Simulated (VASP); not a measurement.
Set up this calculation in VASP 6.6.1, as the native input.

| Item | Value |
| --- | --- |
| Task | single point |
| Functional | r2SCAN |
| Potentials or basis | VASP PAW PBE potentials, release 64 (Mo_sv, S) |
| Cutoff | 520 eV |
| k mesh | 10 × 10 × 5 |
| Occupations | methfessel-paxton, width 0.05 eV |
| Spin | no spin polarisation |
| Dipole correction | no |
| Further INCAR settings | ALGO = Normal; EDIFF = 1e-06; NBANDS = 20 |

The system is MoS2.

```
Mo S
1.0
     3.19851    0.00000    0.00000
    -1.59926    2.77000    0.00000
     0.00000    0.00000    6.25585
Mo S
1 2
Direct
  0.00000 0.00000 0.50000
  0.33333 0.66667 0.25532
  0.66667 0.33333 0.74468
```

The input as run:

POSCAR

```
MoS2
1.0
    3.1985126111      0.0000000000      0.0000000000
   -1.5992563055      2.7700007572      0.0000000000
    0.0000000000      0.0000000000      6.2558528694
Mo S
1 2
Direct
    0.0000000000      0.0000000000      0.5000000000
    0.3333333333      0.6666666667      0.2553200000
    0.6666666667      0.3333333333      0.7446800000
```

INCAR.step1

```
SYSTEM = MoS2
PREC = Accurate ; ENCUT = 520
ISMEAR = 1 ; SIGMA = 0.05
LREAL = .FALSE. ; LASPH = .TRUE.
NELM = 80 ; NBANDS = 20
GGA = PE ; ALGO = Normal
EDIFF = 1E-4 ; LWAVE = .TRUE.
LCHARG = .FALSE.
```

INCAR.step2

```
SYSTEM = MoS2
PREC = Accurate ; ENCUT = 520
EDIFF = 1E-6 ; ISMEAR = 1
SIGMA = 0.05 ; LREAL = .FALSE.
LASPH = .TRUE. ; NELM = 80
ALGO = Normal ; ISIF = 2
LWAVE = .FALSE. ; LCHARG = .FALSE.
METAGGA = R2SCAN ; LMIXTAU = .TRUE.
NBANDS = 20 ; ISTART = 1
```

KPOINTS

```
Automatic mesh
0
G
  10 10 5
  0 0 0
```

Potentials or basis: VASP PAW PBE potentials, release 64 (Mo_sv, S).

Command:

```console
$ cat potpaw_PBE.64/Mo_sv/POTCAR potpaw_PBE.64/S/POTCAR > POTCAR
$ cp INCAR.step1 INCAR
$ mpirun -np 1 vasp_std > vasp.out
$ cp INCAR.step2 INCAR
$ mpirun -np 1 vasp_std > vasp.out
```

It gave:

The pressure is 4.0 GPa. The largest force is 0.544 eV/Å and the band gap on the k mesh is zero (bands 13 and 14 overlap by 0.94 eV).

Caveat: the cell stands under pressure; the PAW data sets were made with another functional, which shifts forces and pressure a little.

Wall time 3.1 min on 1 thread of Intel Xeon 8259CL, on a shared host, peak memory 0.21 GiB.
